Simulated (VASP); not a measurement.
# Au (Fd-3m) in VASP: a series of runs

The runs below take Au through single point, relaxation of cell and atoms, with r2SCAN.

Everything below comes from runs of VASP 6.6.1. Logs are shortened: lines on timing, memory, paths and dates and some standing lists are left out, and cuts for length are marked.

## 1. The cell of the first run

Symmetry: Fd-3m, No. 227, cubic system. The conventional cell has a = 5.494 Å, b = 5.494 Å, c = 5.494 Å, α = 90.00°, β = 90.00°, γ = 90.00°. Au (site symmetry -43m) has 4 Au at 2.38 Å within 3.1 Å.

This isn't the form of Au at room conditions, which is fcc.

## 2. Single point, r2SCAN

POSCAR reads:

```
Au
1.0
    0.0000000000      2.7470280705      2.7470280705
    2.7470280705      0.0000000000      2.7470280705
    2.7470280705      2.7470280705      0.0000000000
Au
2
Direct
    0.5000000000      0.5000000000      0.5000000000
    0.7500000000      0.7500000000      0.7500000000
```

INCAR.step1 reads:

```
ALGO = Normal
EDIFF = 1E-4
ENCUT = 520
GGA = PE
ISMEAR = 0
LASPH = T
LCHARG = F
LREAL = F
LWAVE = T
NBANDS = 18
NELM = 100
PREC = Accurate
SIGMA = 0.1
```

INCAR.step2 reads:

```
ALGO = Normal
EDIFF = 1E-6
ENCUT = 520
ISIF = 2
ISMEAR = 0
ISTART = 1
LASPH = T
LCHARG = F
LMIXTAU = T
LREAL = F
LWAVE = F
METAGGA = R2SCAN
NBANDS = 18
NELM = 100
PREC = Accurate
SIGMA = 0.1
```

KPOINTS reads:

```
k-points
0
Gamma
  6 6 6
```

Potentials or basis: VASP PAW PBE potentials, release 64 (Au).

Started as:

```console
> cat potpaw_PBE.64/Au/POTCAR > POTCAR
> cp INCAR.step1 INCAR
> mpirun -np 1 vasp_std > vasp.out
> cp INCAR.step2 INCAR
> mpirun -np 1 vasp_std > vasp.out
```

OUTCAR:

```text
EDIFF = 1E-6
   ENCUT = 520
   ISIF = 2
   ISMEAR = 0
   ISTART = 1
   LASPH = T
   LREAL = F
   METAGGA = R2SCAN
   NELM = 100
   PREC = Accurate

 ion  position               nearest neighbor table
   1  0.500  0.500  0.500-   2 2.38   2 2.38   2 2.38   2 2.38
   2  0.750  0.750  0.750-   1 2.38   1 2.38   1 2.38   1 2.38

  LATTYP: Found a face centered cubic cell.
 ALAT       =     5.4940561410

  Lattice vectors:

 A1 = (   0.0000000000,   2.7470280705,   2.7470280705)
 A2 = (   2.7470280705,   0.0000000000,   2.7470280705)
 A3 = (   2.7470280705,   2.7470280705,   0.0000000000)

Analysis of symmetry for initial positions (statically):
=====================================================================
 Subroutine PRICEL returns:
 Original cell was already a primitive cell.

 Routine SETGRP: Setting up the symmetry group for a
 face centered cubic supercell.

 Subroutine GETGRP returns: Found 48 space group operations
 (whereof 24 operations were pure point group operations)
 out of a pool of 48 trial point group operations.

The static configuration has the point symmetry T_d .
 The point group associated with its full space group is O_h .

Analysis of symmetry for dynamics (positions and initial velocities):
=====================================================================
 Subroutine PRICEL returns:
 Original cell was already a primitive cell.

 Routine SETGRP: Setting up the symmetry group for a
 face centered cubic supercell.

 Subroutine GETGRP returns: Found 48 space group operations
 (whereof 24 operations were pure point group operations)
 out of a pool of 48 trial point group operations.

The dynamic configuration has the point symmetry T_d .
 The point group associated with its full space group is O_h .

 Subroutine INISYM returns: Found 48 space group operations
 (whereof 24 operations are pure point group operations),
 and found     1 'primitive' translations

----------------------------------------------------------------------------------------

                                     Primitive cell

  volume of cell :      41.4590

  direct lattice vectors                    reciprocal lattice vectors
     0.000000000  2.747028070  2.747028070    -0.182014886  0.182014886  0.182014886
     2.747028070  0.000000000  2.747028070     0.182014886 -0.182014886  0.182014886
     2.747028070  2.747028070  0.000000000     0.182014886  0.182014886 -0.182014886

  length of vectors
     3.884884354  3.884884354  3.884884354     0.315259030  0.315259030  0.315259030

  position of ions in fractional coordinates (direct lattice)
     0.500000000  0.500000000  0.500000000
     0.750000000  0.750000000  0.750000000

  ion indices of the primitive-cell ions
   primitive index   ion index
                 1           1
                 2           2

----------------------------------------------------------------------------------------

 KPOINTS: k-points

Automatic generation of k-mesh.
 Grid dimensions read from file:
 generate k-points for:    6    6    6

 Generating k-lattice:

  Cartesian coordinates                     Fractional coordinates (reciprocal lattice)
    -0.030335814  0.030335814  0.030335814     0.166666667  0.000000000  0.000000000
     0.030335814 -0.030335814  0.030335814     0.000000000  0.166666667  0.000000000
     0.030335814  0.030335814 -0.030335814     0.000000000  0.000000000  0.166666667

  Length of vectors
     0.052543172  0.052543172  0.052543172

  Shift w.r.t. Gamma in fractional coordinates (k-lattice)
     0.000000000  0.000000000  0.000000000

 Subroutine IBZKPT returns following result:
 ===========================================

 Found     16 irreducible k-points:

 Following reciprocal coordinates:
            Coordinates               Weight
  0.000000  0.000000  0.000000      1.000000
  0.166667  0.000000  0.000000      8.000000
  0.333333  0.000000  0.000000      8.000000
  0.500000  0.000000  0.000000      4.000000
  0.166667  0.166667  0.000000      6.000000
  0.333333  0.166667  0.000000     24.000000
[... 8 lines left out ...]
 -0.333333  0.333333  0.166667     24.000000
 -0.333333  0.500000  0.166667     12.000000
   k-points           NKPTS =     16   k-points in BZ     NKDIM =     16   number of bands    NBANDS=     18
   number of dos      NEDOS =    301   number of ions     NIONS =      2
   total plane-waves  NPLWV =  27000
   dimension x,y,z NGX =    30 NGY =   30 NGZ =   30
   dimension x,y,z NGXF=    60 NGYF=   60 NGZF=   60
   ions per type =               2
   NGX,Y,Z   is equivalent  to a cutoff of  12.84, 12.84, 12.84 a.u.
   NGXF,Y,Z  is equivalent  to a cutoff of  25.68, 25.68, 25.68 a.u.
 SYSTEM =  unknown system
   PREC   = accura    normal or accurate (medium, high low for compatibility)
   ISTART =      1    job   : 0-new  1-cont  2-samecut
   ICHARG =      0    charge: 1-file 2-atom 10-const
   ISPIN  =      1    spin polarized calculation?
   LNONCOLLINEAR =      F non collinear calculations
   LSORBIT =      F    spin-orbit coupling
   LASPH  =      T    aspherical Exc in radial PAW
   ENCUT  =  520.0 eV  38.22 Ry    6.18 a.u.   7.22  7.22  7.22*2*pi/ulx,y,z
   NELM   =    100;   NELMIN=  2; NELMDL=  0     # of ELM steps
   EDIFF  = 0.1E-05   stopping-criterion for ELM
   LREAL  =      F    real-space projection
   EDIFFG = 0.1E-04   stopping-criterion for IOM
   NSW    =      0    number of steps for IOM
   IBRION =     -1    ionic relax: 0-MD 1-quasi-New 2-CG
   NFREE  =      0    steps in history (QN), initial steepest desc. (CG)
   ISIF   =      2    stress and relaxation
   ISYM   =      2    0-nonsym 1-usesym 2-fastsym
   POTIM  = 0.5000    time-step for ionic-motion
   TEBEG  =    0.0;   TEEND  =   0.0 temperature during run
   PSTRESS=    0.0 pullay stress
   NELECT =      22.0000    total number of electrons
   NUPDOWN=      -1.0000    fix difference up-down
   EMIN   =  10.00;   EMAX   =-10.00  energy-range for DOS
   EFERMI =   0.00;   METHOD = LEGACY
   ISMEAR =     0;   SIGMA  =   0.10  broadening in eV -4-tet -1-fermi 0-gaus
   EFERMI_NEDOS =   21; number of points for ismear=-14 and -15
   IALGO  =     38    algorithm
   IMIX   =      4    mixing-type and parameters
     AMIX     =   0.40;   BMIX     =  1.00
     AMIX_MAG =   1.60;   BMIX_MAG =  1.00
  volume/ion in A,a.u.               =      20.73       139.89
  Fermi-wavevector in a.u.,A,eV,Ry     =   1.325387  2.504618 23.900675  1.756650
  Thomas-Fermi vector in A             =   2.454851
   LORBIT       =      0    0 simple, 1 ext, 2 COOP (PROOUT), +10 PAW based schemes
   METAGGA = R2SCAN    functional components
   LHFCALC =     F    Hartree Fock is set to
   AEXX    =    0.0000 exact exchange contribution
   IVDW    =     0    specifies the selected vdW correction
   LEPSILON=     F    determine dielectric tensor
   LRPA    =     F    only Hartree local field effects (RPA)
 non-spin polarized calculation
 Gauss-broadening in eV      SIGMA  =   0.10
  energy-cutoff  :      520.00
  volume of cell :       41.46
 maximum number of plane-waves:      1139
 NGX is ok and might be reduce to    30
   NGX = 15   NGY = 15   NGZ = 15

 number of electron      21.9999998 magnetization

 Free energy of the ion-electron system (eV)
  ---------------------------------------------------
  ext. energy  EPLUGINS =         0.00000000
  ---------------------------------------------------
  free energy    TOTEN  =       -98.06076281 eV

  energy without entropy =      -98.05170772  energy(sigma->0) =      -98.05623527

 E-fermi :   6.4932     XC(G=0): -11.9636

 val. band max:        6.4830225245   @ k =  -0.3333   0.3333   0.1667
 cond. band min:       6.9610945321   @ k =   0.5000   0.1667   0.0000
 fundamental gap:      0.4780720076
 Fermi energy:         6.4932440809

 k-point     1 :       0.0000    0.0000    0.0000
  band No.  band energies     occupation
      1      -2.0502      2.00000
      2       0.1393      2.00000
      3       0.1393      2.00000
      4       0.3709      2.00000
      5       0.3709      2.00000
      6       0.3709      2.00000
[... 10 lines left out ...]
     17      20.0402      0.00000
     18      20.0402      0.00000

 k-point     2 :       0.1667    0.0000    0.0000
  band No.  band energies     occupation
      1      -1.5989      2.00000
      2      -0.0734      2.00000
      3      -0.0734      2.00000
      4       0.3346      2.00000
      5       0.7137      2.00000
      6       0.7137      2.00000
[... 10 lines left out ...]
     17      20.5064      0.00000
     18      20.7247      0.00000

 k-point     3 :       0.3333    0.0000    0.0000
  band No.  band energies     occupation
      1      -0.6320      2.00000
      2      -0.0456      2.00000
      3      -0.0456      2.00000
      4       0.2659      2.00000
      5       0.7817      2.00000
      6       0.7817      2.00000
[... 10 lines left out ...]
     17      20.6649      0.00000
     18      20.6649      0.00000

 k-point     4 :       0.5000    0.0000    0.0000
  band No.  band energies     occupation
      1      -0.1443      2.00000
      2       0.1528      2.00000
      3       0.1528      2.00000
      4       0.1606      2.00000
      5       0.5469      2.00000
      6       0.5470      2.00000
[... 207 lines left out ...]
      4       0.3983      2.00000
      5       1.0047      2.00000
      6       1.7385      2.00000
[... 10 lines left out ...]
     17      21.2719      0.00000
     18      23.9711      0.00000

 k-point    15 :      -0.3333    0.3333    0.1667
  band No.  band energies     occupation
      1      -0.5008      2.00000
      2      -0.3519      2.00000
      3       0.3971      2.00000
      4       0.4411      2.00000
      5       1.2695      2.00000
      6       1.6061      2.00000
[... 10 lines left out ...]
     17      22.3801      0.00000
     18      22.6292      0.00000

 k-point    16 :      -0.3333    0.5000    0.1667
  band No.  band energies     occupation
      1      -0.4671      2.00000
      2      -0.4671      2.00000
      3       0.4342      2.00000
      4       0.4342      2.00000
      5       1.8618      2.00000
      6       1.8618      2.00000
[... 10 lines left out ...]
     17      23.4467      0.00000
     18      23.4467      0.00000

------------------------ aborting loop because EDIFF is reached ----------------------------------------

  FORCE on cell =-STRESS in cart. coord.  units (eV):
  Direction    XX          YY          ZZ          XY          YZ          ZX
  --------------------------------------------------------------------------------------
  -------------------------------------------------------------------------------------
  Total       11.8608714     11.8608714     11.8608714      0.0000000     -0.0000000     -0.0000000
  in kB      458.3612481    458.3612481    458.3612481      0.0000000     -0.0000000     -0.0000000
  external PRESSURE =     458.3612481 kB  Pullay stress =       0.0000000 kB

 VOLUME and BASIS-vectors are now :
 -----------------------------------------------------------------------------
  energy-cutoff  :      520.00
  volume of cell :       41.46
      direct lattice vectors                 reciprocal lattice vectors
     0.000000000  2.747028070  2.747028070    -0.182014886  0.182014886  0.182014886
     2.747028070  0.000000000  2.747028070     0.182014886 -0.182014886  0.182014886
     2.747028070  2.747028070  0.000000000     0.182014886  0.182014886 -0.182014886

 POSITION                                       TOTAL-FORCE (eV/Angst)
 -----------------------------------------------------------------------------------
      2.74703      2.74703      2.74703        -0.000000     -0.000000     -0.000000
      4.12054      4.12054      4.12054         0.000000      0.000000      0.000000
 -----------------------------------------------------------------------------------
    total drift:                                0.000000     -0.000000     -0.000000

  FREE ENERGIE OF THE ION-ELECTRON SYSTEM (eV)
  ---------------------------------------------------
  free  energy   TOTEN  =       -98.0607628119 eV

  energy  without entropy=      -98.0517077203  energy(sigma->0) =      -98.05623527
```

It took 63 s on 1 thread of Intel Xeon Platinum 8259CL at 2.50GHz (Skylake/Cascade Lake), shared host; peak memory 0.17 GiB.

What came out:

```yaml
Free_energy: -98.0608 eV
Pressure: 45.8 GPa
Band_gap_on_the_k_mesh: zero (bands 11 and 12 overlap by 0.70 eV)
```

Levels at points of the mesh, in eV from the Fermi level:
| k point | band 7 | band 8 | band 9 | band 10 | band 11 | band 12 | band 13 | band 14 | band 15 | band 16 |
| --- | --- | --- | --- | --- | --- | --- | --- | --- | --- | --- |
| (0.00, 0.00, 0.00) | -3.24 | -3.24 | -3.24 | -1.30 | -1.30 | 11.39 | 11.39 | 12.71 | 12.71 | 12.71 |
| (0.50, 0.00, 0.00) | -2.74 | -2.74 | -2.06 | -1.63 | -1.63 | -0.09 | 8.57 | 8.57 | 10.41 | 12.61 |
| (0.50, 0.50, 0.00) | -4.04 | -4.04 | -1.33 | -1.33 | 0.61 | 0.61 | 3.89 | 3.89 | 9.92 | 9.92 |

Caveat: the cell stands under pressure; the PAW data sets were made with another functional, which shifts forces and pressure a little; spin-orbit coupling is left out, which moves the levels of the heavy elements.

(Continued in part 2 of 3.)
